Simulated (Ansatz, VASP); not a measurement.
**Sn: VASP beside Ansatz**

```xyz
2
Lattice="-2.9401 2.9401 1.5993 2.9401 -2.9401 1.5993 2.9401 2.9401 -1.5993" Properties=species:S:1:pos:R:3 pbc="T T T"
Sn    0.0000    0.0000    0.0000
Sn    0.0000    2.9401    0.7997
```

Alike in both runs: task relaxation of cell and atoms; functional BLYP; dispersion D4; k mesh 9 × 9 × 9; occupations fermi-dirac, width 0.05 eV; no spin polarisation.

|  | VASP | Ansatz |
| --- | --- | --- |
| version | VASP 6.6.1 | Ansatz 0.2.0 |
| potentials or method | VASP PAW PBE potentials, release 64 (Sn_d), cutoff 600 eV | all-electron LAPW, scalar-relativistic |

|  | VASP | Ansatz | Ansatz less VASP |
| --- | --- | --- | --- |
| relaxed volume (Å³/atom) | 28.41 | 28.41 | 0.000 |
| relaxed cell length with the largest relative difference (Å) | 4.499 | 4.499 | +0.0005 |

VASP's potentials were made for PBE, not for BLYP. Ansatz ran all-electron here, and VASP with PAW potentials.
